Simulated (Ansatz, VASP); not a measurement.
## One calculation of SnSe2, two programs

```
Sn Se
1.0
     3.81100    0.00000    0.00000
    -1.90550    3.30042    0.00000
     0.00000    0.00000    6.13600
Sn Se
1 2
Direct
  0.00000 0.00000 0.00000
  0.66667 0.33333 0.75100
  0.33333 0.66667 0.24900
```

Alike in both runs: task relaxation of cell and atoms; functional RPBE; k mesh 8 × 8 × 5; occupations fermi-dirac, width 0.05 eV; no spin polarisation.

|  | VASP | Ansatz |
| --- | --- | --- |
| version | VASP 6.6.1 | Ansatz 0.2.0 |
| potentials or method | VASP PAW PBE potentials, release 64 (Sn_d, Se) | Ansatz PAW |
| plane-wave cutoff (eV) | 600 | 420 |
| valence electrons in the cell | 26 | 46 |

Ansatz gave:

| Quantity | Value |
| --- | --- |
| relaxed volume (Å³/atom) | 35.91 |
| relaxed cell length with the largest relative difference (Å) | 8.117 |

**Question.** What did VASP give for the same quantities?

**Answer.** Relaxed volume (Å³/atom): 35.70; relaxed cell length with the largest relative difference (Å): 8.069.

VASP's potentials were made for PBE, not for RPBE. VASP's potentials hold 26 valence electrons a cell and Ansatz's 46, so a difference there can come from the potentials and not from the codes.

Noted on VASP's run: the volume moved by over 15 % at a fixed basis, so the end points are rough. Noted on Ansatz's run: the volume moved by over 15 % at a fixed basis, so the end points are rough; odd divisions of the mesh miss points on the zone boundary, where band edges often lie, so the gap on the mesh can be too wide; the plane-wave basis is chosen anew once the cell has moved, so the energies of steps on either side of that aren't comparable.
